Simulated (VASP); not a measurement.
RbSr:

```xyz
2
Lattice="0.0000 4.2179 4.2179 4.2179 0.0000 4.2179 4.2179 4.2179 0.0000" Properties=species:S:1:pos:R:3 pbc="T T T"
Rb    0.0000    0.0000    0.0000
Sr    4.2179    4.2179    4.2179
```

The cell was built from a structure type or drawn by symmetry, and may not be a known phase.

| Item | Value |
| --- | --- |
| Program | VASP 6.6.1 |
| Task | relaxation of cell and atoms |
| Functional | PBE |
| Potentials or basis | VASP PAW PBE potentials, release 64 (Rb_sv, Sr_sv) |
| Cutoff | 600 eV |
| k mesh | 12 × 12 × 12 |
| Occupations | gaussian, width 0.1 eV |
| Spin | no spin polarisation |

At the start: pressure 0.2 GPa; volume 75.04 Å³/atom.

Problem. Where does the relaxation end?

Solution. Over 5 steps the energy falls by 3.5 meV/atom and the volume is 80.21 Å³/atom (+6.9 %); space group Fm-3m (No. 225, to 0.1 Å) before and after.

The path:
| step | energy change (eV) | largest force (eV/Å) | pressure (GPa) | volume (Å³) |
| --- | --- | --- | --- | --- |
| 1 | 0.0000 | 0.0000 | 0.22 | 150.08 |
| 2 | -0.0028 | 0.0000 | 0.17 | 152.33 |
| 3 | -0.0063 | 0.0000 | 0.07 | 157.09 |
| 4 | -0.0045 | 0.0000 | -0.12 | 166.92 |
| 5 | -0.0070 | 0.0000 | 0.00 | 160.41 |

Final structure:
```
CELL_PARAMETERS angstrom
0.00000 4.31259 4.31259
4.31259 0.00000 4.31259
4.31259 4.31259 0.00000
ATOMIC_POSITIONS crystal
Rb 0.00000 0.00000 0.00000
Sr 0.50000 0.50000 0.50000
```
